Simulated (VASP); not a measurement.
# CdGa2O3 (P4/mmm) in VASP: a series of runs

Runs on CdGa2O3. Level: PBE. Tasks: single point, relaxation of cell and atoms.

All numbers are computed with VASP 6.6.1; they aren't measurements. Logs are shortened: lines on timing, memory, paths and dates and some standing lists are left out, and cuts for length are marked.

### Step 1. The cell of the first run

Symmetry: P4/mmm, No. 123, tetragonal system. Conventional cell: a = 2.874 Å, b = 2.874 Å, c = 8.585 Å, α = 90.00°, β = 90.00°, γ = 90.00°. Cd (site symmetry 4/mmm) has 8 O at 2.53 Å and 4 Cd at 2.87 Å and 2 Ga at 2.89 Å within 3.3 Å. Within 3.2 Å of Ga (site symmetry 4mm) lie 8 O at 2.45 to 2.47 Å and 5 Ga at 2.81 to 2.87 Å and 1 Cd at 2.89 Å. Within 3.2 Å of O (site symmetry 4mm) lie 4 Ga at 2.45 Å and 4 Cd at 2.53 Å and 6 O at 2.78 to 3.02 Å. Within 3.3 Å of O (site symmetry 4/mmm) lie 8 Ga at 2.47 Å and 6 O at 2.78 to 2.87 Å.

### Step 2. Single point, PBE

The input, INCAR:

```
ALGO     = Normal         # electronic algorithm
EDIFF    = 1E-6           # SCF threshold, eV
ENCUT    = 520            # plane-wave cutoff, eV
GGA      = PE             # functional
ISIF     = 2              # what is computed and relaxed
ISMEAR   = 0              # smearing method
LASPH    = True           # aspherical terms in the spheres
LCHARG   = True           # write CHGCAR
LELF     = True           # ELF
LREAL    = False          # projectors in reciprocal space
LVHAR    = True         
LWAVE    = False          # write WAVECAR
NBANDS   = 37             # bands
NELM     = 100            # most SCF steps
PREC     = Accurate       # precision mode
SIGMA    = 0.1            # smearing width, eV
```

The input, KPOINTS:

```
k-points
0
Gamma
  6 6 2
```

The input, POSCAR:

```
CdGa2O3
1.0
    2.8738993493      0.0000000000      0.0000000000
    0.0000000000      2.8738993493      0.0000000000
    0.0000000000      0.0000000000      8.5851252448
Cd Ga O
1 2 3
Direct
    0.0000000000      0.0000000000      0.0000000000
    0.0000000000      0.0000000000      0.3363646465
    0.0000000000      0.0000000000      0.6636353535
    0.5000000000      0.5000000000      0.1760638454
    0.5000000000      0.5000000000      0.5000000000
    0.5000000000      0.5000000000      0.8239361546
```

Potentials or basis: VASP PAW PBE potentials, release 64 (Cd, Ga_d, O).

Started as:

```bash
$ cat potpaw_PBE.64/Cd/POTCAR potpaw_PBE.64/Ga_d/POTCAR potpaw_PBE.64/O/POTCAR > POTCAR
$ mpirun -np 1 vasp_std > vasp.out
```

OUTCAR:

```text
EDIFF = 1E-6
   ENCUT = 520
   GGA = PE
   ISIF = 2
   ISMEAR = 0
   LASPH = True
   LREAL = False
   NELM = 100
   PREC = Accurate

 ion  position               nearest neighbor table
   1  0.000  0.000  0.000-   4 2.53   6 2.53   4 2.53   6 2.53   4 2.53   6 2.53   4 2.53   6 2.53
                             2 2.89   3 2.89
   2  0.000  0.000  0.336-   3 2.81   1 2.89
   3  0.000  0.000  0.664-   2 2.81   1 2.89
   4  0.500  0.500  0.176-   1 2.53   1 2.53   1 2.53   1 2.53
   5  0.500  0.500  0.500-
   6  0.500  0.500  0.824-   1 2.53   1 2.53   1 2.53   1 2.53

  LATTYP: Found a simple tetragonal cell.
 ALAT       =     2.8738993493
 C/A-ratio  =     2.9872741531

  Lattice vectors:

 A1 = (   2.8738993493,   0.0000000000,   0.0000000000)
 A2 = (   0.0000000000,   2.8738993493,   0.0000000000)
 A3 = (   0.0000000000,   0.0000000000,   8.5851252448)

Analysis of symmetry for initial positions (statically):
=====================================================================
 Subroutine PRICEL returns:
 Original cell was already a primitive cell.

 Routine SETGRP: Setting up the symmetry group for a
 simple tetragonal supercell.

 Subroutine GETGRP returns: Found 16 space group operations
 (whereof 16 operations were pure point group operations)
 out of a pool of 16 trial point group operations.

The static configuration has the point symmetry D_4h.

Analysis of symmetry for dynamics (positions and initial velocities):
=====================================================================
 Subroutine PRICEL returns:
 Original cell was already a primitive cell.

 Routine SETGRP: Setting up the symmetry group for a
 simple tetragonal supercell.

 Subroutine GETGRP returns: Found 16 space group operations
 (whereof 16 operations were pure point group operations)
 out of a pool of 16 trial point group operations.

The dynamic configuration has the point symmetry D_4h.

 Subroutine INISYM returns: Found 16 space group operations
 (whereof 16 operations are pure point group operations),
 and found     1 'primitive' translations

----------------------------------------------------------------------------------------

                                     Primitive cell

  volume of cell :      70.9071

  direct lattice vectors                    reciprocal lattice vectors
     2.873899349  0.000000000  0.000000000     0.347959298  0.000000000  0.000000000
     0.000000000  2.873899349  0.000000000     0.000000000  0.347959298  0.000000000
     0.000000000  0.000000000  8.585125245     0.000000000  0.000000000  0.116480537

  length of vectors
     2.873899349  2.873899349  8.585125245     0.347959298  0.347959298  0.116480537

  position of ions in fractional coordinates (direct lattice)
     0.000000000  0.000000000  0.000000000
     0.000000000  0.000000000  0.336364647
     0.000000000  0.000000000  0.663635353
     0.500000000  0.500000000  0.176063845
     0.500000000  0.500000000  0.500000000
     0.500000000  0.500000000  0.823936155

  ion indices of the primitive-cell ions
   primitive index   ion index
                 1           1
                 2           2
                 3           3
                 4           4
                 5           5
                 6           6

----------------------------------------------------------------------------------------

 KPOINTS: k-points

Automatic generation of k-mesh.
 Grid dimensions read from file:
 generate k-points for:    6    6    2

 Generating k-lattice:

  Cartesian coordinates                     Fractional coordinates (reciprocal lattice)
     0.057993216  0.000000000  0.000000000     0.166666667  0.000000000  0.000000000
     0.000000000  0.057993216  0.000000000     0.000000000  0.166666667  0.000000000
     0.000000000  0.000000000  0.058240269     0.000000000  0.000000000  0.500000000

  Length of vectors
     0.057993216  0.057993216  0.058240269

  Shift w.r.t. Gamma in fractional coordinates (k-lattice)
     0.000000000  0.000000000  0.000000000

 Subroutine IBZKPT returns following result:
 ===========================================

 Found     20 irreducible k-points:

 Following reciprocal coordinates:
            Coordinates               Weight
  0.000000  0.000000  0.000000      1.000000
  0.166667  0.000000  0.000000      4.000000
  0.333333  0.000000  0.000000      4.000000
  0.500000  0.000000  0.000000      2.000000
  0.166667  0.166667  0.000000      4.000000
  0.333333  0.166667  0.000000      8.000000
[... 12 lines left out ...]
  0.500000  0.333333  0.500000      4.000000
  0.500000  0.500000  0.500000      1.000000
   k-points           NKPTS =     20   k-points in BZ     NKDIM =     20   number of bands    NBANDS=     37
   number of dos      NEDOS =    301   number of ions     NIONS =      6
   total plane-waves  NPLWV =  36864
   dimension x,y,z NGX =    24 NGY =   24 NGZ =   64
   dimension x,y,z NGXF=    48 NGYF=   48 NGZF=  128
   ions per type =               1   2   3
   NGX,Y,Z   is equivalent  to a cutoff of  13.88, 13.88, 12.39 a.u.
   NGXF,Y,Z  is equivalent  to a cutoff of  27.77, 27.77, 24.79 a.u.
 SYSTEM =  unknown system
   PREC   = accura    normal or accurate (medium, high low for compatibility)
   ISTART =      0    job   : 0-new  1-cont  2-samecut
   ICHARG =      2    charge: 1-file 2-atom 10-const
   ISPIN  =      1    spin polarized calculation?
   LNONCOLLINEAR =      F non collinear calculations
   LSORBIT =      F    spin-orbit coupling
   LASPH  =      T    aspherical Exc in radial PAW
   ENCUT  =  520.0 eV  38.22 Ry    6.18 a.u.   5.34  5.34 15.96*2*pi/ulx,y,z
   NELM   =    100;   NELMIN=  2; NELMDL= -5     # of ELM steps
   EDIFF  = 0.1E-05   stopping-criterion for ELM
   LREAL  =      F    real-space projection
   EDIFFG = 0.1E-04   stopping-criterion for IOM
   NSW    =      0    number of steps for IOM
   IBRION =     -1    ionic relax: 0-MD 1-quasi-New 2-CG
   NFREE  =      0    steps in history (QN), initial steepest desc. (CG)
   ISIF   =      2    stress and relaxation
   ISYM   =      2    0-nonsym 1-usesym 2-fastsym
   POTIM  = 0.5000    time-step for ionic-motion
   TEBEG  =    0.0;   TEEND  =   0.0 temperature during run
   PSTRESS=    0.0 pullay stress
   NELECT =      56.0000    total number of electrons
   NUPDOWN=      -1.0000    fix difference up-down
   EMIN   =  10.00;   EMAX   =-10.00  energy-range for DOS
   EFERMI =   0.00;   METHOD = LEGACY
   ISMEAR =     0;   SIGMA  =   0.10  broadening in eV -4-tet -1-fermi 0-gaus
   EFERMI_NEDOS =   21; number of points for ismear=-14 and -15
   IALGO  =     38    algorithm
   IMIX   =      4    mixing-type and parameters
     AMIX     =   0.40;   BMIX     =  1.00
     AMIX_MAG =   1.60;   BMIX_MAG =  1.00
  volume/ion in A,a.u.               =      11.82        79.75
  Fermi-wavevector in a.u.,A,eV,Ry     =   1.513239  2.859608 31.155885  2.289893
  Thomas-Fermi vector in A             =   2.623057
   LORBIT       =      0    0 simple, 1 ext, 2 COOP (PROOUT), +10 PAW based schemes
   GGA     = PE    functional components
   LHFCALC =     F    Hartree Fock is set to
   AEXX    =    0.0000 exact exchange contribution
   IVDW    =     0    specifies the selected vdW correction
   LEPSILON=     F    determine dielectric tensor
   LRPA    =     F    only Hartree local field effects (RPA)
 non-spin polarized calculation
 Gauss-broadening in eV      SIGMA  =   0.10
  energy-cutoff  :      520.00
  volume of cell :       70.91
 maximum number of plane-waves:      1936
 NGX is ok and might be reduce to    24
   NGX = 11   NGY = 11   NGZ = 31

 number of electron      56.0000034 magnetization

 Free energy of the ion-electron system (eV)
  ---------------------------------------------------
  ext. energy  EPLUGINS =         0.00000000
  ---------------------------------------------------
  free energy    TOTEN  =       -24.06516224 eV

  energy without entropy =      -24.04603277  energy(sigma->0) =      -24.05559750

 E-fermi :   5.4604     XC(G=0): -12.0357

 val. band max:        5.4451106345   @ k =   0.0000   0.0000   0.0000
 cond. band min:       5.4615481886   @ k =   0.3333   0.3333   0.0000
 fundamental gap:      0.0164375541
 Fermi energy:         5.4603695946

 k-point     1 :       0.0000    0.0000    0.0000
  band No.  band energies     occupation
      1     -13.7364      2.00000
      2     -13.0726      2.00000
      3     -13.0039      2.00000
      4      -9.7517      2.00000
      5      -9.7357      2.00000
      6      -9.7229      2.00000
[... 29 lines left out ...]
     36      16.1496      0.00000
     37      16.1498      0.00000

 k-point     2 :       0.1667    0.0000    0.0000
  band No.  band energies     occupation
      1     -13.5362      2.00000
      2     -12.9496      2.00000
      3     -12.8859      2.00000
      4      -9.7281      2.00000
      5      -9.6973      2.00000
      6      -9.6795      2.00000
[... 29 lines left out ...]
     36      16.0358      0.00000
     37      16.1050      0.00000

 k-point     3 :       0.3333    0.0000    0.0000
  band No.  band energies     occupation
      1     -13.0878      2.00000
      2     -12.6914      2.00000
      3     -12.6424      2.00000
      4      -9.7111      2.00000
      5      -9.6539      2.00000
      6      -9.5697      2.00000
[... 29 lines left out ...]
     36      15.7912      0.00000
     37      16.8070      0.00000
[... 601 lines left out ...]
 k-point    19 :       0.5000    0.3333    0.5000
  band No.  band energies     occupation
      1     -12.5058      2.00000
      2     -12.3496      2.00000
      3     -11.9541      2.00000
      4      -9.6103      2.00000
      5      -9.5863      2.00000
      6      -9.5854      2.00000
[... 29 lines left out ...]
     36      11.2501      0.00000
     37      13.0414      0.00000

 k-point    20 :       0.5000    0.5000    0.5000
  band No.  band energies     occupation
      1     -12.4052      2.00000
      2     -12.2450      2.00000
      3     -11.7458      2.00000
      4      -9.6529      2.00000
      5      -9.6529      2.00000
      6      -9.5679      2.00000
[... 29 lines left out ...]
     36      11.4719      0.00000
     37      11.4719      0.00000

------------------------ aborting loop because EDIFF is reached ----------------------------------------

  FORCE on cell =-STRESS in cart. coord.  units (eV):
  Direction    XX          YY          ZZ          XY          YZ          ZX
  --------------------------------------------------------------------------------------
  -------------------------------------------------------------------------------------
  Total        0.3079519      0.3079519      0.3268717      0.0000000     -0.0000000     -0.0000000
  in kB        6.9583087      6.9583087      7.3858115      0.0000000     -0.0000000     -0.0000000
  external PRESSURE =       7.1008097 kB  Pullay stress =       0.0000000 kB

 VOLUME and BASIS-vectors are now :
 -----------------------------------------------------------------------------
  energy-cutoff  :      520.00
  volume of cell :       70.91
      direct lattice vectors                 reciprocal lattice vectors
     2.873899349  0.000000000  0.000000000     0.347959298  0.000000000  0.000000000
     0.000000000  2.873899349  0.000000000     0.000000000  0.347959298  0.000000000
     0.000000000  0.000000000  8.585125245     0.000000000  0.000000000  0.116480537

 POSITION                                       TOTAL-FORCE (eV/Angst)
 -----------------------------------------------------------------------------------
      0.00000      0.00000      0.00000         0.000000      0.000000      0.000000
      0.00000      0.00000      2.88773        -0.000000      0.000000      0.000862
      0.00000      0.00000      5.69739         0.000000      0.000000     -0.000862
      1.43695      1.43695      1.51153        -0.000000      0.000000      0.050472
      1.43695      1.43695      4.29256         0.000000      0.000000      0.000000
      1.43695      1.43695      7.07360         0.000000     -0.000000     -0.050472
 -----------------------------------------------------------------------------------
    total drift:                                0.000000     -0.000000      0.000000

  FREE ENERGIE OF THE ION-ELECTRON SYSTEM (eV)
  ---------------------------------------------------
  free  energy   TOTEN  =       -24.0651622372 eV

  energy  without entropy=      -24.0460327693  energy(sigma->0) =      -24.05559750
```

Wall time 2 min (1 thread of Oxide Virtual Turin-like, shared host); peak memory 0.17 GiB.

Results:

```
Free energy            : -24.0652 eV
Pressure               : 0.7 GPa
Largest force          : 0.050 eV/Å
Band gap on the k mesh : zero (band 28 reaches 5.68 eV, above the bottom of band 29 at 3.95 eV)
```

Forces in eV/Å, atoms in the order of the input:
```
Cd   0.000  0.000  0.000
Ga   0.000  0.000  0.001
Ga   0.000  0.000 -0.001
O    0.000  0.000  0.050
O    0.000  0.000  0.000
O    0.000  0.000 -0.050
```

Caveat: the k points lie up to 0.37 Å⁻¹ apart.

### Step 3. Single point, PBE

This run uses another cell than the first one, of 13.82 Å³/atom, 1.170 times its volume.

The input, INCAR:

```
SYSTEM = CdGa2O3
  PREC = Accurate
  ENCUT = 520
  EDIFF = 1E-6
  ISMEAR = 0
  SIGMA = 0.1
  LREAL = .False.
  LASPH = .True.
  NELM = 60
  ALGO = Normal
  ISIF = 2
  LWAVE = .False.
  LCHARG = .False.
  GGA = PE
  NBANDS = 37
```

The input, KPOINTS:

```
Automatic mesh
0
Gamma
  6 6 2
  0 0 0
```

The input, POSCAR:

```
CdGa2O3
1.0
    3.0272989700      0.0000000000      0.0000000000
    0.0000000000      3.0272989700      0.0000000000
    0.0000000000      0.0000000000      9.0507406700
Cd Ga O
1 2 3
Direct
    0.0000000000      0.0000000000      0.0000000000
    0.0000000000      0.0000000000      0.3342649900
    0.0000000000      0.0000000000      0.6657350100
    0.5000000000      0.5000000000      0.1837450000
    0.5000000000      0.5000000000      0.5000000000
    0.5000000000      0.5000000000      0.8162550000
```

Potentials or basis: VASP PAW PBE potentials, release 64 (Cd, Ga_d, O).

Started as:

```bash
$ cat potpaw_PBE.64/Cd/POTCAR potpaw_PBE.64/Ga_d/POTCAR potpaw_PBE.64/O/POTCAR > POTCAR
$ mpirun -np 1 vasp_std > vasp.out
```

OUTCAR:

```text
SYSTEM = CdGa2O3
   PREC = Accurate
   ENCUT = 520
   EDIFF = 1E-6
   ISMEAR = 0
   LREAL = .False.
   LASPH = .True.
   NELM = 60
   ISIF = 2
   GGA = PE

 ion  position               nearest neighbor table
   1  0.000  0.000  0.000-   4 2.71   6 2.71   4 2.71   6 2.71   4 2.71   6 2.71   4 2.71   6 2.71
                             2 3.03   3 3.03
   2  0.000  0.000  0.334-   1 3.03
   3  0.000  0.000  0.666-   1 3.03
   4  0.500  0.500  0.184-   1 2.71   1 2.71   1 2.71   1 2.71
   5  0.500  0.500  0.500-
   6  0.500  0.500  0.816-   1 2.71   1 2.71   1 2.71   1 2.71
[... 1001 lines left out ...]
  -------------------------------------------------------------------------------------
  Total       -6.8167685     -6.8167685     -6.4890622      0.0000000      0.0000000      0.0000000
  in kB     -131.6722874   -131.6722874   -125.3423318      0.0000000      0.0000000      0.0000000
  external PRESSURE =    -129.5623022 kB  Pullay stress =       0.0000000 kB

 VOLUME and BASIS-vectors are now :
 -----------------------------------------------------------------------------
  energy-cutoff  :      520.00
  volume of cell :       82.95
      direct lattice vectors                 reciprocal lattice vectors
     3.027298970  0.000000000  0.000000000     0.330327467  0.000000000  0.000000000
     0.000000000  3.027298970  0.000000000     0.000000000  0.330327467  0.000000000
     0.000000000  0.000000000  9.050740670     0.000000000  0.000000000  0.110488195

 POSITION                                       TOTAL-FORCE (eV/Angst)
 -----------------------------------------------------------------------------------
      0.00000      0.00000      0.00000         0.000000     -0.000000      0.000000
      0.00000      0.00000      3.02535        -0.000000      0.000000      0.122477
      0.00000      0.00000      6.02539         0.000000      0.000000     -0.122477
      1.51365      1.51365      1.66303         0.000000     -0.000000     -0.330445
      1.51365      1.51365      4.52537         0.000000     -0.000000      0.000000
      1.51365      1.51365      7.38771         0.000000     -0.000000      0.330445
 -----------------------------------------------------------------------------------
    total drift:                                0.000000     -0.000000      0.000000

  FREE ENERGIE OF THE ION-ELECTRON SYSTEM (eV)
  ---------------------------------------------------
  free  energy   TOTEN  =       -23.5003441423 eV

  energy  without entropy=      -23.4790642801  energy(sigma->0) =      -23.48970421
```

stdout:

```text
POSCAR found type information on POSCAR CdGaO
 POSCAR found :  3 types and       6 ions
 scaLAPACK will be used
 LDA part: xc-table for (Slater+PW92), standard interpolation
 POSCAR, INCAR and KPOINTS ok, starting setup
 FFT: planning ... GRIDC
 FFT: planning ... GRID_SOFT
 FFT: planning ... GRID
 WAVECAR not read
 entering main loop
```

Run time: 2.1 min. Hardware: 1 thread of Oxide Virtual Turin-like, shared host; peak memory 0.18 GiB.

Results:

```
Free energy            : -23.5003 eV
Pressure               : -13.0 GPa
Largest force          : 0.330 eV/Å
Band gap on the k mesh : zero (band 28 reaches 3.88 eV, above the bottom of band 29 at 2.43 eV)
```

Forces in eV/Å, atoms in the order of the input:
```
Cd   0.000  0.000  0.000
Ga   0.000  0.000  0.122
Ga   0.000  0.000 -0.122
O    0.000  0.000 -0.330
O    0.000  0.000  0.000
O    0.000  0.000  0.330
```

Levels at points of the mesh, in eV from the Fermi level:
```tsv
k point	band 26	band 27	band 28	band 29	band 30	band 31
(0.00, 0.00, 0.00)	-1.71	-1.59	-1.59	-0.51	0.02	4.09
(0.50, 0.00, 0.00)	-1.37	-1.32	-0.53	0.47	1.52	2.24
(0.50, 0.50, 0.00)	-2.23	-2.21	-1.29	-0.87	1.75	3.44
(0.00, 0.00, 0.50)	-1.77	-1.47	-1.47	-1.22	1.38	1.95
(0.50, 0.00, 0.50)	-1.45	-1.34	-1.25	1.13	2.14	2.64
(0.50, 0.50, 0.50)	-2.24	-2.08	-1.41	-0.90	2.55	2.82
```

(Continued in part 2 of 2.)
